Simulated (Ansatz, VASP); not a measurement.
Two plane-wave programs on Sn

The input INCAR:

```
SYSTEM = Sn
PREC     = Accurate       ! precision mode
ENCUT    = 500            ! plane-wave cutoff, eV
EDIFF    = 1E-6           ! SCF threshold, eV
ISMEAR   = 0              ! smearing method
SIGMA    = 0.1            ! smearing width, eV
LREAL    = .False.        ! projectors in reciprocal space
LASPH    = .True.         ! aspherical terms in the spheres
NELM     = 120            ! most SCF steps
ALGO     = Normal         ! electronic algorithm
ISIF     = 2              ! what is computed and relaxed
LWAVE    = .False.        ! write WAVECAR
LCHARG   = .False.        ! write CHGCAR
GGA      = PE             ! functional
NBANDS   = 13             ! bands
GGA_COMPAT= .False.
```

Contents of KPOINTS:

```
Automatic mesh
0
Gamma
  6 6 6
  0 0 0
```

Contents of POSCAR:

```
Sn
1.0
   -1.8946518192      1.8946518192      1.8946518192
    1.8946518192     -1.8946518192      1.8946518192
    1.8946518192      1.8946518192     -1.8946518192
Sn
1
Direct
   -0.1509836883     -0.1509668262     -0.2001797956
```

Input for Ansatz:

```yaml
crystal:
  lattice:
    - [-1.8946518192, 1.8946518192, 1.8946518192]
    - [1.8946518192, -1.8946518192, 1.8946518192]
    - [1.8946518192, 1.8946518192, -1.8946518192]
  atoms:
    - { symbol: Sn, position: [-0.1509836883, -0.1509668262, -0.2001797956] }
basis:
  ecutwfc: 420
kpoints:
  mp_grid: { grid: [6, 6, 6] }
hamiltonian:
  xc: pbe
scf:
  occupations: { method: gaussian, width: 0.1 }
output:
  forces: true
  stress: true
  eigenvalues: true
```

Alike in both runs: task single point; functional PBE; k mesh 6 × 6 × 6; occupations gaussian, width 0.1 eV; no spin polarisation.

|  | VASP | Ansatz |
| --- | --- | --- |
| version | VASP 6.6.1 | Ansatz 0.2.0 |
| potentials or method | VASP PAW PBE potentials, release 64 (Sn_d), cutoff 500 eV | scalar-relativistic, plane waves, PAW |
| valence electrons in the cell | 14 | 14 |

```csv
,VASP,Ansatz,Ansatz less VASP
gap on the k mesh at the Fermi level (eV),none,none,-
pressure (GPa),0.7,0.7,+0.07
```

A gap of «none» marks a metal or a gap that the smearing closes.

The k mesh is coarse, so the values compare programs but aren't converged.
